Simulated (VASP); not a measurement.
A run of VASP 6.6.1 is set up as follows.

File INCAR:

```
SYSTEM = Ag
PREC = Accurate
ENCUT = 520
EDIFF = 1E-7
ISMEAR = -1
SIGMA = 0.06122561905347299
LREAL = .FALSE.
LASPH = .TRUE.
NELM = 60
ALGO = Normal
ISIF = 2
LWAVE = .FALSE.
LCHARG = .FALSE.
GGA = PE
NBANDS = 12
```

The input KPOINTS:

```
regular mesh
0
G
  16 16 16
  0 0 0
```

POSCAR

```
Ag
1.0
   -1.6286529828      1.6286529828      1.6286529828
    1.6286529828     -1.6286529828      1.6286529828
    1.6286529828      1.6286529828     -1.6286529828
Ag
1
Direct
    0.0000000000      0.0000000000      0.0000000000
```

Potentials or basis: VASP PAW PBE potentials, release 64 (Ag).

The run is started by

```bash
$ cat potpaw_PBE.64/Ag/POTCAR > POTCAR
$ mpirun -np 1 vasp_std > vasp.out
```

(1) Estimate the pressure.

Results:

(1) 3.9 GPa.
